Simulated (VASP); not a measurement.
GaN:

```
Ga N
1.0
     0.02165    2.13016    2.13016
     2.13016    0.02165    2.13016
     2.13016    2.13016    0.02165
Ga N
1 1
Direct
  0.00000 0.00000 0.00000
  0.50000 0.50000 0.50000
```

This cell differs from its parent crystal: strain along [111] +1.5%.

Base run:

```yaml
Program: VASP 6.6.1
Functional: r2SCAN
Potentials_or_basis: VASP PAW PBE potentials, release 64 (Ga_d, N)
Cutoff: 660 eV
k_mesh: 10 × 10 × 10
Occupations: gaussian, width 0.01 eV
Spin: no spin polarisation
```

Its results: band gap on the k mesh 1.03 eV, indirect (least direct gap 3.13 eV); pressure -2.5 GPa.

Task: The run is repeated on the same cell with these changes: functional from r2SCAN to PBE; cutoff from 660 eV to 600 eV; occupations from gaussian, width 0.01 eV to fermi-dirac, width 0.02 eV. What comes out?

Result: Band gap on the k mesh 0.52 eV, indirect (least direct gap 2.57 eV); pressure 5.2 GPa.

Caveats: the PAW data sets were made with another functional, which shifts forces and pressure a little (some runs).

A k mesh can miss the band edges.
